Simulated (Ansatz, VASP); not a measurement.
## One calculation of Sn2Br, two programs

The input INCAR:

```
SYSTEM = Sn2Br
PREC = Accurate
ENCUT = 600
EDIFF = 1E-7
ISMEAR = 0
SIGMA = 0.1
LREAL = .FALSE.
LASPH = .TRUE.
NELM = 60
ALGO = Normal
ISIF = 3
LWAVE = .FALSE.
LCHARG = .FALSE.
GGA = PE
IBRION = 2
NSW = 100
EDIFFG = -0.01
```

The input KPOINTS:

```
Automatic mesh
0
G
  8 8 8
  0 0 0
```

Contents of POSCAR:

```
Sn2Br
1.0
    0.0000000000      4.4894207386      4.4894207386
    4.4894207386      0.0000000000      4.4894207386
    4.4894207386      4.4894207386      0.0000000000
Sn Br
4 2
Direct
    0.1250000000      0.1250000000      0.1250000000
    0.6250000000      0.1250000000      0.1250000000
    0.1250000000      0.1250000000      0.6250000000
    0.1250000000      0.6250000000      0.1250000000
    0.5000000000      0.5000000000      0.5000000000
    0.7500000000      0.7500000000      0.7500000000
```

Input for Ansatz:

```yaml
crystal:
  lattice:
    - [0.0, 4.4894207386, 4.4894207386]
    - [4.4894207386, 0.0, 4.4894207386]
    - [4.4894207386, 4.4894207386, 0.0]
  atoms:
    - { symbol: Sn, position: [0.125, 0.125, 0.125] }
    - { symbol: Sn, position: [0.625, 0.125, 0.125] }
    - { symbol: Sn, position: [0.125, 0.125, 0.625] }
    - { symbol: Sn, position: [0.125, 0.625, 0.125] }
    - { symbol: Br, position: [0.5, 0.5, 0.5] }
    - { symbol: Br, position: [0.75, 0.75, 0.75] }
basis:
  ecutwfc: 420
kpoints:
  mp_grid: { grid: [8, 8, 8] }
hamiltonian:
  xc: pbe
scf:
  occupations: { method: gaussian, width: 0.1 }
output:
  forces: true
  stress: true
  eigenvalues: true
  write_density: true
  write_potential: true
  elf: true
  volumetric_format: npy
relax:
  adjacent_minimum: "off"
  f_tol: 0.01
  max_steps: 80
  cell: { stress_tol: 0.05 }
```

Alike in both runs: task relaxation of cell and atoms; functional PBE; k mesh 8 × 8 × 8; occupations gaussian, width 0.1 eV; no spin polarisation.

|  | VASP | Ansatz |
| --- | --- | --- |
| version | VASP 6.6.1 | Ansatz 0.2.0 |
| potentials or method | VASP PAW PBE potentials, release 64 (Sn_d, Br), cutoff 600 eV | scalar-relativistic, plane waves, PAW |
| valence electrons in the cell | 70 | 70 |

Ansatz gave:

```
gap on the k mesh at the Fermi level, each at its own relaxed structure (eV) : none
relaxed volume (Å³/atom)                                                     : 29.92
relaxed cell length with the largest relative difference (Å)                 : 6.332
```

Q: Which values does VASP return?

A: gap on the k mesh at the Fermi level, each at its own relaxed structure (eV): none; relaxed volume (Å³/atom): 29.90; relaxed cell length with the largest relative difference (Å): 6.330.

A gap of «none» marks a metal or a gap that the smearing closes.
